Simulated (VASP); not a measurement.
HgTe (Coloradoite):

```
CELL_PARAMETERS angstrom
0.00000 3.17106 3.17106
3.17106 0.00000 3.17106
3.17106 3.17106 0.00000
ATOMIC_POSITIONS crystal
Hg 0.00000 0.00000 0.00000
Te 0.75000 0.75000 0.75000
```

Base run:

| Item | Value |
| --- | --- |
| Program | VASP 6.6.1 |
| Functional | BLYP |
| Dispersion | D3(BJ) |
| Potentials or basis | VASP PAW PBE potentials, release 64 (Hg, Te) |
| Cutoff | 520 eV |
| k mesh | 7 × 7 × 7 |
| Occupations | fermi-dirac, width 0.05 eV |
| Spin | no spin polarisation |

Its results: band gap on the k mesh zero (filled and empty bands touch); pressure 5.7 GPa.

Q: The run is repeated on the same cell with these changes: functional from BLYP to PBE. What comes out?

A: Band gap on the k mesh zero (filled and empty bands touch); pressure 5.0 GPa.

PBE binds more tightly than BLYP, so the same cell stands under less pressure.

Caveats: spin-orbit coupling is left out, which moves the levels of the heavy elements; pairwise dispersion overbinds metals, which lowers pressure and volume; the PAW data sets were made with another functional, which shifts forces and pressure a little (some runs).
